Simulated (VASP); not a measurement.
# Fe (Fd-3m) in VASP: notebook, part 2 of 2

VASP 6.6.1. Earlier steps stand in the parts before.

**4. Single point, r2SCAN**

This run uses another cell than the first one, of 13.93 Å³/atom, 0.926 times its volume.

POSCAR

```
Fe
1.0
    0.0000000000      2.4059651392      2.4059651392
    2.4059651392      0.0000000000      2.4059651392
    2.4059651392      2.4059651392      0.0000000000
Fe
2
Direct
    0.1250000000      0.1250000000      0.1250000000
    0.8750000000      0.8750000000      0.8750000000
```

INCAR.step1

```
SYSTEM = Fe
PREC     = Accurate       ! precision mode
ENCUT    = 520            ! plane-wave cutoff, eV
ISMEAR   = -1             ! smearing method
SIGMA    = 0.1            ! smearing width, eV
LREAL    = .FALSE.        ! projectors in reciprocal space
LASPH    = .TRUE.         ! aspherical terms in the spheres
NELM     = 80             ! most SCF steps
NBANDS   = 15             ! bands
GGA      = PE             ! functional
ALGO     = Normal         ! electronic algorithm
EDIFF    = 1E-4           ! SCF threshold, eV
LWAVE    = .TRUE.         ! write WAVECAR
LCHARG   = .FALSE.        ! write CHGCAR
```

INCAR.step2

```
SYSTEM = Fe
PREC     = Accurate       ! precision mode
ENCUT    = 520            ! plane-wave cutoff, eV
EDIFF    = 1E-6           ! SCF threshold, eV
ISMEAR   = -1             ! smearing method
SIGMA    = 0.1            ! smearing width, eV
LREAL    = .FALSE.        ! projectors in reciprocal space
LASPH    = .TRUE.         ! aspherical terms in the spheres
NELM     = 80             ! most SCF steps
ALGO     = Normal         ! electronic algorithm
ISIF     = 2              ! what is computed and relaxed
LWAVE    = .FALSE.        ! write WAVECAR
LCHARG   = .TRUE.         ! write CHGCAR
METAGGA  = R2SCAN         ! meta-GGA
LMIXTAU  = .TRUE.       
LELF     = .TRUE.         ! ELF
LVHAR    = .TRUE.       
NBANDS   = 15             ! bands
ISTART   = 1
```

KPOINTS

```
Automatic mesh
0
G
  18 18 18
  0 0 0
```

Potentials or basis: VASP PAW PBE potentials, release 64 (Fe).

Run with:

```sh
cat potpaw_PBE.64/Fe/POTCAR > POTCAR
cp INCAR.step1 INCAR
mpirun -np 1 vasp_std > vasp.out
cp INCAR.step2 INCAR
mpirun -np 1 vasp_std > vasp.out
```

OUTCAR:

```text
SYSTEM = Fe
   PREC = Accurate
   ENCUT = 520
   EDIFF = 1E-6
   ISMEAR = -1
   LREAL = .FALSE.
   LASPH = .TRUE.
   NELM = 80
   ISIF = 2
   METAGGA = R2SCAN
   ISTART = 1

 ion  position               nearest neighbor table
   1  0.125  0.125  0.125-   2 2.08   2 2.08   2 2.08   2 2.08
   2  0.875  0.875  0.875-   1 2.08   1 2.08   1 2.08   1 2.08

  LATTYP: Found a face centered cubic cell.
 ALAT       =     4.8119302784

  Lattice vectors:

 A1 = (   0.0000000000,   2.4059651392,   2.4059651392)
 A2 = (   2.4059651392,   0.0000000000,   2.4059651392)
 A3 = (   2.4059651392,   2.4059651392,   0.0000000000)

Analysis of symmetry for initial positions (statically):
=====================================================================
 Subroutine PRICEL returns:
 Original cell was already a primitive cell.

 Routine SETGRP: Setting up the symmetry group for a
 face centered cubic supercell.

 Subroutine GETGRP returns: Found 48 space group operations
 (whereof 12 operations were pure point group operations)
 out of a pool of 48 trial point group operations.

The static configuration has the point symmetry D_3d.
 The point group associated with its full space group is O_h .

Analysis of symmetry for dynamics (positions and initial velocities):
=====================================================================
 Subroutine PRICEL returns:
 Original cell was already a primitive cell.

 Routine SETGRP: Setting up the symmetry group for a
 face centered cubic supercell.

 Subroutine GETGRP returns: Found 48 space group operations
 (whereof 12 operations were pure point group operations)
 out of a pool of 48 trial point group operations.

The dynamic configuration has the point symmetry D_3d.
 The point group associated with its full space group is O_h .

 Subroutine INISYM returns: Found 48 space group operations
 (whereof 12 operations are pure point group operations),
 and found     1 'primitive' translations

----------------------------------------------------------------------------------------

                                     Primitive cell

  volume of cell :      27.8547

  direct lattice vectors                    reciprocal lattice vectors
     0.000000000  2.405965139  2.405965139    -0.207816810  0.207816810  0.207816810
     2.405965139  0.000000000  2.405965139     0.207816810 -0.207816810  0.207816810
     2.405965139  2.405965139  0.000000000     0.207816810  0.207816810 -0.207816810

  length of vectors
     3.402548530  3.402548530  3.402548530     0.359949273  0.359949273  0.359949273

  position of ions in fractional coordinates (direct lattice)
     0.125000000  0.125000000  0.125000000
     0.875000000  0.875000000  0.875000000

  ion indices of the primitive-cell ions
   primitive index   ion index
                 1           1
                 2           2

----------------------------------------------------------------------------------------

 KPOINTS: Automatic mesh

Automatic generation of k-mesh.
 Grid dimensions read from file:
 generate k-points for:   18   18   18

 Generating k-lattice:

[... 42 lines left out ...]
 [... further k-points ...]
   k-points           NKPTS =    195   k-points in BZ     NKDIM =    195   number of bands    NBANDS=     15
   number of dos      NEDOS =    301   number of ions     NIONS =      2
   total plane-waves  NPLWV =  21952
   dimension x,y,z NGX =    28 NGY =   28 NGZ =   28
   dimension x,y,z NGXF=    56 NGYF=   56 NGZF=   56
   ions per type =               2
   NGX,Y,Z   is equivalent  to a cutoff of  13.68, 13.68, 13.68 a.u.
   NGXF,Y,Z  is equivalent  to a cutoff of  27.36, 27.36, 27.36 a.u.
 SYSTEM =  Fe
   PREC   = accura    normal or accurate (medium, high low for compatibility)
   ISTART =      1    job   : 0-new  1-cont  2-samecut
   ICHARG =      0    charge: 1-file 2-atom 10-const
   ISPIN  =      1    spin polarized calculation?
   LNONCOLLINEAR =      F non collinear calculations
   LSORBIT =      F    spin-orbit coupling
   LASPH  =      T    aspherical Exc in radial PAW
   ENCUT  =  520.0 eV  38.22 Ry    6.18 a.u.   6.33  6.33  6.33*2*pi/ulx,y,z
   NELM   =     80;   NELMIN=  2; NELMDL=  0     # of ELM steps
   EDIFF  = 0.1E-05   stopping-criterion for ELM
   LREAL  =      F    real-space projection
   EDIFFG = 0.1E-04   stopping-criterion for IOM
   NSW    =      0    number of steps for IOM
   IBRION =     -1    ionic relax: 0-MD 1-quasi-New 2-CG
   NFREE  =      0    steps in history (QN), initial steepest desc. (CG)
   ISIF   =      2    stress and relaxation
   ISYM   =      2    0-nonsym 1-usesym 2-fastsym
   POTIM  = 0.5000    time-step for ionic-motion
   TEBEG  =    0.0;   TEEND  =   0.0 temperature during run
   PSTRESS=    0.0 pullay stress
   NELECT =      16.0000    total number of electrons
   NUPDOWN=      -1.0000    fix difference up-down
   EMIN   =  10.00;   EMAX   =-10.00  energy-range for DOS
   EFERMI =   0.00;   METHOD = LEGACY
   ISMEAR =    -1;   SIGMA  =   0.10  broadening in eV -4-tet -1-fermi 0-gaus
   EFERMI_NEDOS =   21; number of points for ismear=-14 and -15
   IALGO  =     38    algorithm
   IMIX   =      4    mixing-type and parameters
     AMIX     =   0.40;   BMIX     =  1.00
     AMIX_MAG =   1.60;   BMIX_MAG =  1.00
  volume/ion in A,a.u.               =      13.93        93.99
  Fermi-wavevector in a.u.,A,eV,Ry     =   1.360866  2.571665 25.197410  1.851957
  Thomas-Fermi vector in A             =   2.487492
   LORBIT       =      0    0 simple, 1 ext, 2 COOP (PROOUT), +10 PAW based schemes
   METAGGA = R2SCAN    functional components
   LHFCALC =     F    Hartree Fock is set to
   AEXX    =    0.0000 exact exchange contribution
   IVDW    =     0    specifies the selected vdW correction
   LEPSILON=     F    determine dielectric tensor
   LRPA    =     F    only Hartree local field effects (RPA)
 non-spin polarized calculation
  energy-cutoff  :      520.00
  volume of cell :       27.85
 maximum number of plane-waves:       766
 NGX is ok and might be reduce to    28
   NGX = 13   NGY = 13   NGZ = 13

 number of electron      16.0000007 magnetization

 Free energy of the ion-electron system (eV)
  ---------------------------------------------------
  ext. energy  EPLUGINS =         0.00000000
  ---------------------------------------------------
  free energy    TOTEN  =       -25.08571176 eV

  energy without entropy =      -25.00875064  energy(sigma->0) =      -25.04723120

 E-fermi :   3.8482     XC(G=0): -12.5237

 val. band max:        3.8462300939   @ k =   0.4444   0.2778   0.0000
 cond. band min:       3.8481718623   @ k =   0.4444   0.0556   0.0000
 fundamental gap:      0.0019417684
 Fermi energy:         3.8481607060

 k-point     1 :       0.0000    0.0000    0.0000
  band No.  band energies     occupation
      1      -3.2813      2.00000
      2       0.8272      2.00000
      3       0.8272      2.00000
      4       1.1135      2.00000
      5       1.1135      2.00000
      6       1.1135      2.00000
      7       3.4430      1.96582
      8       3.4430      1.96582
      9       3.4430      1.96582
     10       5.1880      0.00000
     11       5.1880      0.00000
     12      19.0605      0.00000
     13      19.0605      0.00000
     14      19.0606      0.00000
[... 401 lines left out ...]
      2       0.4909      2.00000
      3       0.7280      2.00000
      4       1.2342      2.00000
      5       1.4564      2.00000
      6       1.6627      2.00000
      7       2.7711      1.99996
      8       3.3477      1.98668
      9       3.6443      1.76966
     10       5.0310      0.00001
     11       5.2503      0.00000
     12      11.5483      0.00000
     13      15.2432      0.00000
     14      17.4125      0.00000
     15      18.5452      0.00000

 [... further k-points ...]

------------------------ aborting loop because EDIFF is reached ----------------------------------------

  FORCE on cell =-STRESS in cart. coord.  units (eV):
  Direction    XX          YY          ZZ          XY          YZ          ZX
  --------------------------------------------------------------------------------------
  -------------------------------------------------------------------------------------
  Total       -0.1674402     -0.1674402     -0.1674402     -0.0000000      0.0000000     -0.0000000
  in kB       -9.6310208     -9.6310208     -9.6310208     -0.0000000      0.0000000     -0.0000000
  external PRESSURE =      -9.6310208 kB  Pullay stress =       0.0000000 kB

 VOLUME and BASIS-vectors are now :
 -----------------------------------------------------------------------------
  energy-cutoff  :      520.00
  volume of cell :       27.85
      direct lattice vectors                 reciprocal lattice vectors
     0.000000000  2.405965139  2.405965139    -0.207816810  0.207816810  0.207816810
     2.405965139  0.000000000  2.405965139     0.207816810 -0.207816810  0.207816810
     2.405965139  2.405965139  0.000000000     0.207816810  0.207816810 -0.207816810

 POSITION                                       TOTAL-FORCE (eV/Angst)
 -----------------------------------------------------------------------------------
      0.60149      0.60149      0.60149        -0.000000     -0.000000      0.000000
      4.21044      4.21044      4.21044         0.000000      0.000000     -0.000000
 -----------------------------------------------------------------------------------
    total drift:                                0.000000     -0.000000     -0.000000

  FREE ENERGIE OF THE ION-ELECTRON SYSTEM (eV)
  ---------------------------------------------------
  free  energy   TOTEN  =       -25.0857117624 eV

  energy  without entropy=      -25.0087506431  energy(sigma->0) =      -25.04723120
```

It took 3.3 min on 1 thread of Intel Xeon 6975P-C (Granite Rapids), shared host; peak memory 0.21 GiB.

What came out:

| Quantity | Value |
| --- | --- |
| Free energy | -25.0857 eV |
| Pressure | -1.0 GPa |
| Band gap on the k mesh | zero (band 8 reaches 4.18 eV, above the bottom of band 9 at 3.42 eV) |

Levels at points of the mesh, in eV from the Fermi level:
| k point | band 4 | band 5 | band 6 | band 7 | band 8 | band 9 | band 10 | band 11 | band 12 | band 13 |
| --- | --- | --- | --- | --- | --- | --- | --- | --- | --- | --- |
| (0.00, 0.00, 0.00) | -2.73 | -2.73 | -2.73 | -0.41 | -0.41 | -0.41 | 1.34 | 1.34 | 15.21 | 15.21 |
| (0.50, 0.00, 0.00) | -2.86 | -2.74 | -2.74 | -1.23 | 0.17 | 0.17 | 1.08 | 1.08 | 2.73 | 11.53 |
| (0.50, 0.50, 0.00) | -2.65 | -1.53 | -1.53 | -0.81 | -0.81 | 1.30 | 1.30 | 3.00 | 3.00 | 5.76 |

Caveat: the PAW data sets were made with another functional, which shifts forces and pressure a little; the run has no spin polarisation, though such a crystal can be magnetic.

**5. The runs side by side**

| cell | k mesh | gap on the mesh (eV) | pressure (GPa) |
| --- | --- | --- | --- |
| a = 3.491 Å, angles 60.0°, 2 atoms | 13 × 13 × 13 | none | -11.7 |
| a = 3.534 Å, angles 60.0°, 2 atoms | 13 × 13 × 13 | none | -15.6 |
| a = 3.403 Å, angles 60.0°, 2 atoms | 18 × 18 × 18 | none | -1.0 |

Alike in all rows: task single point; level r2SCAN; potentials or basis VASP PAW PBE potentials, release 64 (Fe); no spin polarisation; cutoff (eV) 520; smearing fermi-dirac 0.1 eV.

Caveats: the PAW data sets were made with another functional, which shifts forces and pressure a little; the run has no spin polarisation, though such a crystal can be magnetic.

Absolute energies hang on the potentials; compare differences alone.
